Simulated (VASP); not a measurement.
Input of a VASP 6.6.1 run:

Contents of INCAR:

```
PREC = Accurate
ENCUT = 520
EDIFF = 1E-8
ISMEAR = -1
SIGMA = 0.08
LREAL = False
LASPH = True
NELM = 80
ALGO = Normal
ISIF = 2
LWAVE = False
LCHARG = False
GGA = PS
LEFG = True
NBANDS = 12
```

KPOINTS

```
regular mesh
0
Gamma
  13 13 13
```

File POSCAR:

```
Nb
1.0
    0.0000000000      2.1290070307      2.1290070307
    2.1290070307      0.0000000000      2.1290070307
    2.1290070307      2.1290070307      0.0000000000
Nb
1
Direct
    0.0000000000      0.0000000000      0.0000000000
```

Potentials or basis: VASP PAW PBE potentials, release 64 (Nb_sv).

Launch:

```console
$ cat potpaw_PBE.64/Nb_sv/POTCAR > POTCAR
$ mpirun -np 1 vasp_std > vasp.out
```

**Question.** Predict the pressure.

**Answer.** -9.8 GPa.

Caveat: without QUAD_EFG the Cq values of the log hold for a quadrupole moment of 1 mb, not for the nuclei; the PAW data sets were made with another functional, which shifts forces and pressure a little.
